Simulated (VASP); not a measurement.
# CeCr2B2C (P4/mmm) in VASP: notebook

CeCr2B2C is run at these levels: r2SCAN; tasks: single point, relaxation of cell and atoms.

All numbers are computed with VASP 6.6.1; they aren't measurements. Logs are shortened: lines on timing, memory, paths and dates and some standing lists are left out, and cuts for length are marked.

### Step 1. The cell of the first run

It takes space group P4/mmm (No. 123, tetragonal). Conventional cell: a = 3.760 Å, b = 3.760 Å, c = 4.922 Å, α = 90.00°, β = 90.00°, γ = 90.00°. Within 3.2 Å of Ce (site symmetry 4/mmm) lie 2 C at 2.46 Å and 8 B at 2.83 Å and 8 Cr at 3.10 Å. Within 2.5 Å of B (site symmetry 4mm) lie 1 B at 1.91 Å and 4 Cr at 2.41 Å. Within 2.5 Å of Cr (site symmetry mmm) lie 2 C at 1.88 Å and 4 B at 2.41 Å. C (site symmetry 4/mmm) has 4 Cr at 1.88 Å and 2 Ce at 2.46 Å within 2.5 Å.

### Step 2. Single point, r2SCAN

The input, POSCAR:

```
CeCr2B2C
1.0
    3.7601256068      0.0000000000      0.0000000000
    0.0000000000      3.7601256068      0.0000000000
    0.0000000000      0.0000000000      4.9215378477
Ce B Cr C
1 2 2 1
Direct
    0.0000000000      0.0000000000      0.0000000000
    0.5000000000      0.5000000000      0.1942780025
    0.5000000000      0.5000000000      0.8057219975
    0.0000000000      0.5000000000      0.5000000000
    0.5000000000      0.0000000000      0.5000000000
    0.0000000000      0.0000000000      0.5000000000
```

The input, INCAR.step1:

```
ALGO = Normal
EDIFF = 1E-4
ENCUT = 520
GGA = PE
ISMEAR = -5
LASPH = True
LCHARG = False
LREAL = False
LWAVE = True
NBANDS = 32
NELM = 100
PREC = Accurate
SIGMA = 0.1
```

The input, INCAR.step2:

```
ALGO = Normal
EDIFF = 1E-6
ENCUT = 520
ISIF = 2
ISMEAR = -5
ISTART = 1
LASPH = True
LCHARG = True
LELF = True
LMIXTAU = True
LREAL = False
LVHAR = True
LWAVE = False
METAGGA = R2SCAN
NBANDS = 32
NELM = 100
PREC = Accurate
SIGMA = 0.1
```

The input, KPOINTS:

```
k-points
0
Gamma
  5 5 4
```

Potentials or basis: VASP PAW PBE potentials, release 64 (Ce, B, Cr_pv, C).

The run is started by

```console
$ cat potpaw_PBE.64/Ce/POTCAR potpaw_PBE.64/B/POTCAR potpaw_PBE.64/Cr_pv/POTCAR potpaw_PBE.64/C/POTCAR > POTCAR
$ cp INCAR.step1 INCAR
$ mpirun -np 1 vasp_std > vasp.out
$ cp INCAR.step2 INCAR
$ mpirun -np 1 vasp_std > vasp.out
```

OUTCAR:

```text
EDIFF = 1E-6
   ENCUT = 520
   ISIF = 2
   ISMEAR = -5
   ISTART = 1
   LASPH = True
   LREAL = False
   METAGGA = R2SCAN
   NELM = 100
   PREC = Accurate

 ion  position               nearest neighbor table
   1  0.000  0.000  0.000-   6 2.46   6 2.46   4 3.10   4 3.10   5 3.10   5 3.10   4 3.10   4 3.10
                             5 3.10   5 3.10
   2  0.500  0.500  0.194-   3 1.91   4 2.41   5 2.41   5 2.41   4 2.41
   3  0.500  0.500  0.806-   2 1.91   4 2.41   5 2.41   5 2.41   4 2.41
   4  0.000  0.500  0.500-   6 1.88   6 1.88   2 2.41   3 2.41   2 2.41   3 2.41   5 2.66   5 2.66
                             5 2.66   5 2.66   1 3.10   1 3.10   1 3.10   1 3.10
   5  0.500  0.000  0.500-   6 1.88   6 1.88   2 2.41   2 2.41   3 2.41   3 2.41   4 2.66   4 2.66
                             4 2.66   4 2.66   1 3.10   1 3.10   1 3.10   1 3.10
   6  0.000  0.000  0.500-   4 1.88   5 1.88   4 1.88   5 1.88   1 2.46   1 2.46

  LATTYP: Found a simple tetragonal cell.
 ALAT       =     3.7601256068
 C/A-ratio  =     1.3088759160

  Lattice vectors:

 A1 = (   3.7601256068,   0.0000000000,   0.0000000000)
 A2 = (   0.0000000000,   3.7601256068,   0.0000000000)
 A3 = (   0.0000000000,   0.0000000000,   4.9215378477)

Analysis of symmetry for initial positions (statically):
=====================================================================
 Subroutine PRICEL returns:
 Original cell was already a primitive cell.

 Routine SETGRP: Setting up the symmetry group for a
 simple tetragonal supercell.

 Subroutine GETGRP returns: Found 16 space group operations
 (whereof 16 operations were pure point group operations)
 out of a pool of 16 trial point group operations.

The static configuration has the point symmetry D_4h.

Analysis of symmetry for dynamics (positions and initial velocities):
=====================================================================
 Subroutine PRICEL returns:
 Original cell was already a primitive cell.

 Routine SETGRP: Setting up the symmetry group for a
 simple tetragonal supercell.

 Subroutine GETGRP returns: Found 16 space group operations
 (whereof 16 operations were pure point group operations)
 out of a pool of 16 trial point group operations.

The dynamic configuration has the point symmetry D_4h.

 Subroutine INISYM returns: Found 16 space group operations
 (whereof 16 operations are pure point group operations),
 and found     1 'primitive' translations

----------------------------------------------------------------------------------------

                                     Primitive cell

  volume of cell :      69.5834

  direct lattice vectors                    reciprocal lattice vectors
     3.760125607  0.000000000  0.000000000     0.265948563  0.000000000  0.000000000
     0.000000000  3.760125607  0.000000000     0.000000000  0.265948563  0.000000000
     0.000000000  0.000000000  4.921537848     0.000000000  0.000000000  0.203188522

  length of vectors
     3.760125607  3.760125607  4.921537848     0.265948563  0.265948563  0.203188522

  position of ions in fractional coordinates (direct lattice)
     0.000000000  0.000000000  0.000000000
     0.500000000  0.500000000  0.194278002
     0.500000000  0.500000000  0.805721998
     0.000000000  0.500000000  0.500000000
     0.500000000  0.000000000  0.500000000
     0.000000000  0.000000000  0.500000000

  ion indices of the primitive-cell ions
   primitive index   ion index
                 1           1
                 2           2
                 3           3
                 4           4
                 5           5
                 6           6

----------------------------------------------------------------------------------------

 KPOINTS: k-points

Automatic generation of k-mesh.
 Grid dimensions read from file:
 generate k-points for:    5    5    4

 Generating k-lattice:

  Cartesian coordinates                     Fractional coordinates (reciprocal lattice)
     0.053189713  0.000000000  0.000000000     0.200000000  0.000000000  0.000000000
     0.000000000  0.053189713  0.000000000     0.000000000  0.200000000  0.000000000
     0.000000000  0.000000000  0.050797130     0.000000000  0.000000000  0.250000000

  Length of vectors
     0.053189713  0.053189713  0.050797130

  Shift w.r.t. Gamma in fractional coordinates (k-lattice)
     0.000000000  0.000000000  0.000000000

 TETIRR: Found    146 inequivalent tetrahedra from      600

 Subroutine IBZKPT returns following result:
 ===========================================

 Found     18 irreducible k-points:

 Following reciprocal coordinates:
            Coordinates               Weight
  0.000000  0.000000  0.000000      1.000000
  0.200000  0.000000  0.000000      4.000000
  0.400000  0.000000  0.000000      4.000000
  0.200000  0.200000  0.000000      4.000000
  0.400000  0.200000  0.000000      8.000000
  0.400000  0.400000  0.000000      4.000000
[... 10 lines left out ...]
  0.400000  0.200000  0.500000      8.000000
  0.400000  0.400000  0.500000      4.000000
   k-points           NKPTS =     18   k-points in BZ     NKDIM =     18   number of bands    NBANDS=     32
   number of dos      NEDOS =    301   number of ions     NIONS =      6
   total plane-waves  NPLWV =  31360
   dimension x,y,z NGX =    28 NGY =   28 NGZ =   40
   dimension x,y,z NGXF=    56 NGYF=   56 NGZF=   80
   ions per type =               1   2   2   1
   NGX,Y,Z   is equivalent  to a cutoff of  12.38, 12.38, 13.51 a.u.
   NGXF,Y,Z  is equivalent  to a cutoff of  24.76, 24.76, 27.02 a.u.
 SYSTEM =  unknown system
   PREC   = accura    normal or accurate (medium, high low for compatibility)
   ISTART =      1    job   : 0-new  1-cont  2-samecut
   ICHARG =      0    charge: 1-file 2-atom 10-const
   ISPIN  =      1    spin polarized calculation?
   LNONCOLLINEAR =      F non collinear calculations
   LSORBIT =      F    spin-orbit coupling
   LASPH  =      T    aspherical Exc in radial PAW
   ENCUT  =  520.0 eV  38.22 Ry    6.18 a.u.   6.99  6.99  9.15*2*pi/ulx,y,z
   NELM   =    100;   NELMIN=  2; NELMDL=  0     # of ELM steps
   EDIFF  = 0.1E-05   stopping-criterion for ELM
   LREAL  =      F    real-space projection
[... 7 lines left out ...]
   TEBEG  =    0.0;   TEEND  =   0.0 temperature during run
   PSTRESS=    0.0 pullay stress
   NELECT =      46.0000    total number of electrons
   NUPDOWN=      -1.0000    fix difference up-down
   EMIN   =  10.00;   EMAX   =-10.00  energy-range for DOS
   EFERMI =   0.00;   METHOD = LEGACY
   ISMEAR =    -5;   SIGMA  =   0.10  broadening in eV -4-tet -1-fermi 0-gaus
   EFERMI_NEDOS =   21; number of points for ismear=-14 and -15
   IALGO  =     38    algorithm
   IMIX   =      4    mixing-type and parameters
     AMIX     =   0.40;   BMIX     =  1.00
     AMIX_MAG =   1.60;   BMIX_MAG =  1.00
  volume/ion in A,a.u.               =      11.60        78.26
  Fermi-wavevector in a.u.,A,eV,Ry     =   1.426129  2.694994 27.672142  2.033845
  Thomas-Fermi vector in A             =   2.546439
   LORBIT       =      0    0 simple, 1 ext, 2 COOP (PROOUT), +10 PAW based schemes
   METAGGA = R2SCAN    functional components
   LHFCALC =     F    Hartree Fock is set to
   AEXX    =    0.0000 exact exchange contribution
   IVDW    =     0    specifies the selected vdW correction
   LEPSILON=     F    determine dielectric tensor
   LRPA    =     F    only Hartree local field effects (RPA)
 non-spin polarized calculation
 Fermi weights with tetrahedron method with Bloechl corrections
  energy-cutoff  :      520.00
  volume of cell :       69.58
 maximum number of plane-waves:      1886
 NGX is ok and might be reduce to    28
   NGX = 13   NGY = 13   NGZ = 19

 number of electron      46.0000002 magnetization

 Free energy of the ion-electron system (eV)
  ---------------------------------------------------
  ext. energy  EPLUGINS =         0.00000000
  ---------------------------------------------------
  free energy    TOTEN  =       -86.20684746 eV

  energy without entropy =      -86.20684746  energy(sigma->0) =      -86.20684746

 E-fermi :   8.9107     XC(G=0): -13.3978

 val. band max:        8.9983994401   @ k =   0.2000   0.2000   0.2500
 cond. band min:       8.9052654848   @ k =   0.0000   0.0000   0.0000
 fundamental gap:     -0.0931339554
 Fermi energy:         8.9106557388

 k-point     1 :       0.0000    0.0000    0.0000
  band No.  band energies     occupation
      1     -36.0169      2.00000
      2     -36.0169      2.00000
      3     -35.7226      2.00000
      4     -35.6432      2.00000
      5     -35.5548      2.00000
      6     -35.5548      2.00000
[... 24 lines left out ...]
     31      10.3534      0.00000
     32      11.2329      0.00000

 k-point     2 :       0.2000    0.0000    0.0000
  band No.  band energies     occupation
      1     -36.0006      2.00000
      2     -35.9979      2.00000
      3     -35.7147      2.00000
      4     -35.6504      2.00000
      5     -35.5776      2.00000
      6     -35.5743      2.00000
[... 24 lines left out ...]
     31      10.2525      0.00000
     32      10.5713      0.00000

 k-point     3 :       0.4000    0.0000    0.0000
  band No.  band energies     occupation
      1     -35.9697      2.00000
      2     -35.9627      2.00000
      3     -35.6942      2.00000
      4     -35.6696      2.00000
      5     -35.6191      2.00000
      6     -35.6102      2.00000
[... 24 lines left out ...]
     31      10.2421      0.00000
     32      10.2707      0.00000

 k-point     4 :       0.2000    0.2000    0.0000
  band No.  band energies     occupation
      1     -36.0652      2.00000
      2     -35.9084      2.00000
      3     -35.7081      2.00000
      4     -35.6562      2.00000
      5     -35.6561      2.00000
      6     -35.5258      2.00000
[... 444 lines left out ...]
     31      10.2296      0.00000
     32      10.3379      0.00000

 k-point    17 :       0.4000    0.2000    0.5000
  band No.  band energies     occupation
      1     -36.0927      2.00000
      2     -35.8353      2.00000
      3     -35.7210      2.00000
      4     -35.6921      2.00000
      5     -35.6719      2.00000
      6     -35.5144      2.00000
[... 24 lines left out ...]
     31      10.2543      0.00000
     32      10.5187      0.00000

 k-point    18 :       0.4000    0.4000    0.5000
  band No.  band energies     occupation
      1     -36.1693      2.00000
      2     -35.7893      2.00000
      3     -35.7517      2.00000
      4     -35.6850      2.00000
      5     -35.6773      2.00000
      6     -35.4565      2.00000
[... 24 lines left out ...]
     31      10.1255      0.00000
     32      10.2445      0.00000

------------------------ aborting loop because EDIFF is reached ----------------------------------------

  FORCE on cell =-STRESS in cart. coord.  units (eV):
  Direction    XX          YY          ZZ          XY          YZ          ZX
  --------------------------------------------------------------------------------------
  -------------------------------------------------------------------------------------
  Total       -0.4340618     -0.4340618     -0.2530248      0.0000000      0.0000000     -0.0000000
  in kB       -9.9943963     -9.9943963     -5.8259695      0.0000000      0.0000000     -0.0000000
  external PRESSURE =      -8.6049207 kB  Pullay stress =       0.0000000 kB

 VOLUME and BASIS-vectors are now :
 -----------------------------------------------------------------------------
  energy-cutoff  :      520.00
  volume of cell :       69.58
      direct lattice vectors                 reciprocal lattice vectors
     3.760125607  0.000000000  0.000000000     0.265948563  0.000000000  0.000000000
     0.000000000  3.760125607  0.000000000     0.000000000  0.265948563  0.000000000
     0.000000000  0.000000000  4.921537848     0.000000000  0.000000000  0.203188522

 POSITION                                       TOTAL-FORCE (eV/Angst)
 -----------------------------------------------------------------------------------
      0.00000      0.00000      0.00000         0.000000      0.000000      0.000000
      1.88006      1.88006      0.95615         0.000000     -0.000000     -0.004745
      1.88006      1.88006      3.96539        -0.000000     -0.000000      0.004745
      0.00000      1.88006      2.46077         0.000000      0.000000      0.000000
      1.88006      0.00000      2.46077         0.000000      0.000000      0.000000
      0.00000      0.00000      2.46077         0.000000      0.000000      0.000000
 -----------------------------------------------------------------------------------
    total drift:                                0.000000     -0.000000      0.000000

  FREE ENERGIE OF THE ION-ELECTRON SYSTEM (eV)
  ---------------------------------------------------
  free  energy   TOTEN  =       -86.2068474581 eV

  energy  without entropy=      -86.2068474581  energy(sigma->0) =      -86.20684746
```

Wall time 3.7 min (1 thread of Intel Xeon Platinum 8124M at 3.00GHz (Skylake/Cascade Lake), shared host); peak memory 0.22 GiB.

Results:

| Property | Result |
| --- | --- |
| Free energy | -86.2068 eV |
| Pressure | -0.9 GPa |
| Largest force | 0.005 eV/Å |
| Band gap on the k mesh | zero (bands 23 and 24 overlap by 0.23 eV) |

Forces in eV/Å, atoms in the order of the input:
```
Ce   0.000  0.000  0.000
B    0.000  0.000 -0.005
B    0.000  0.000  0.005
Cr   0.000  0.000  0.000
Cr   0.000  0.000  0.000
C    0.000  0.000  0.000
```

Caveat: the PAW data sets were made with another functional, which shifts forces and pressure a little; spin-orbit coupling is left out, which moves the levels of the heavy elements; the run has no spin polarisation, though such a crystal can be magnetic; semilocal functionals describe open f shells poorly, which spoils levels, moments and volumes; tetrahedron occupations give inexact forces and stress in metals. Spin polarisation is off, so any magnetic state and its effect on volume and gap are missing.

### Step 3. Relaxation of cell and atoms, r2SCAN

This run uses another cell than the first one, of 12.05 Å³/atom.

The input, POSCAR:

```
CeCr2B2C
1.0
    3.8004110000      0.0000000000      0.0000000000
    0.0000000000      3.8004110000      0.0000000000
    0.0000000000      0.0000000000      5.0056730000
Ce B Cr C
1 2 2 1
Direct
    0.0000000000      0.0000000000      0.0000000000
    0.5000000000      0.5000000000      0.2240000000
    0.5000000000      0.5000000000      0.7760000000
    0.0000000000      0.5000000000      0.5000000000
    0.5000000000      0.0000000000      0.5000000000
    0.0000000000      0.0000000000      0.5000000000
```

The input, INCAR.step1:

```
PREC = Accurate
ENCUT = 600
ISMEAR = -5
SIGMA = 0.1
LREAL = False
LASPH = True
NELM = 100
GGA = PE
ALGO = Normal
EDIFF = 1E-4
LWAVE = True
LCHARG = False
```

The input, INCAR.step2:

```
PREC = Accurate
ENCUT = 600
EDIFF = 1E-6
ISMEAR = -5
SIGMA = 0.1
LREAL = False
LASPH = True
NELM = 100
ALGO = Normal
ISIF = 3
LWAVE = False
LCHARG = False
METAGGA = R2SCAN
LMIXTAU = True
IBRION = 2
NSW = 60
EDIFFG = -0.01
ISTART = 1
```

The input, KPOINTS:

```
regular mesh
0
Gamma
  5 5 4
```

Potentials or basis: VASP PAW PBE potentials, release 64 (Ce, B, Cr_pv, C).

The run is started by

```console
$ cat potpaw_PBE.64/Ce/POTCAR potpaw_PBE.64/B/POTCAR potpaw_PBE.64/Cr_pv/POTCAR potpaw_PBE.64/C/POTCAR > POTCAR
$ cp INCAR.step1 INCAR
$ mpirun -np 1 vasp_std > vasp.out
$ cp INCAR.step2 INCAR
$ mpirun -np 1 vasp_std > vasp.out
```

It took 34 min on 1 thread of Intel Xeon Platinum 8124M at 3.00GHz (Skylake/Cascade Lake), shared host; peak memory 0.25 GiB.

The run converged. Its results:

```
Free energy                           : -86.2171 eV
Relaxed volume                        : 11.61 Å³/atom
Relaxed cell                          : a = 3.762 Å, b = 3.762 Å, c = 4.922 Å, α = 90.00°, β = 90.00°, γ = 90.00°
Space group after relaxing (to 0.1 Å) : P4/mmm (No. 123)
Energy gained by relaxing             : 18.5 meV/atom
Ionic steps                           : 14
Pressure after relaxing               : -0.1 GPa
Largest force after relaxing          : 0.005 eV/Å
Band gap on the k mesh                : zero (bands 23 and 24 overlap by 0.23 eV)
```

Forces in eV/Å, atoms in the order of the input:
```
Ce   0.000  0.000  0.000
B    0.000  0.000 -0.005
B    0.000  0.000  0.005
Cr   0.000  0.000  0.000
Cr   0.000  0.000  0.000
C    0.000  0.000  0.000
```

Step by step:
```
step  energy change (eV)  largest force (eV/Å)  pressure (GPa)  volume (Å³)
   1              0.0000                0.1468           -6.69        72.30
   2              0.0402                0.3309           10.22        67.16
   3             -0.0520                0.2288           -0.10        70.04
   4             -0.0521                0.2259            0.05        69.99
   5             -0.0545                0.2401            0.06        69.94
   6             -0.0689                0.2430            0.15        69.78
   7             -0.0993                0.1490            0.66        69.46
   8             -0.0564                0.6976            3.41        68.82
   9             -0.1053                0.0805            0.93        69.35
  10             -0.1087                0.0512            1.28        69.26
  11             -0.1097                0.0118           -1.02        69.98
  12             -0.1111                0.0156           -0.06        69.67
  13             -0.1111                0.0149           -0.09        69.68
  14             -0.1112                0.0055           -0.08        69.68
```

Final structure:
```cif
data_structure
_symmetry_space_group_name_H-M 'P 1'
_symmetry_Int_Tables_number 1
_cell_length_a 3.7624
_cell_length_b 3.7624
_cell_length_c 4.9224
_cell_angle_alpha 90.000
_cell_angle_beta 90.000
_cell_angle_gamma 90.000
_cell_volume 69.68
loop_
_atom_site_label
_atom_site_type_symbol
_atom_site_fract_x
_atom_site_fract_y
_atom_site_fract_z
_atom_site_occupancy
Ce1 Ce 0.00000 0.00000 0.00000 1
B1 B 0.50000 0.50000 0.19426 1
B2 B 0.50000 0.50000 0.80574 1
Cr1 Cr 0.00000 0.50000 0.50000 1
Cr2 Cr 0.50000 0.00000 0.50000 1
C1 C 0.00000 0.00000 0.50000 1
```

Levels at points of the mesh, in eV from the Fermi level:
| k point | band 19 | band 20 | band 21 | band 22 | band 23 | band 24 | band 25 | band 26 | band 27 |
| --- | --- | --- | --- | --- | --- | --- | --- | --- | --- |
| (0.00, 0.00, 0.00) | -2.29 | -1.57 | -0.80 | -0.57 | -0.01 | -0.01 | 0.45 | 0.45 | 0.71 |
| (0.00, 0.00, 0.50) | -2.38 | -1.32 | -0.45 | -0.12 | -0.12 | 0.02 | 0.81 | 1.10 | 1.10 |

Caveat: the PAW data sets were made with another functional, which shifts forces and pressure a little; spin-orbit coupling is left out, which moves the levels of the heavy elements; the run has no spin polarisation, though such a crystal can be magnetic; semilocal functionals describe open f shells poorly, which spoils levels, moments and volumes; tetrahedron occupations give inexact forces and stress in metals. Spin polarisation is off, so any magnetic state and its effect on volume and gap are missing.
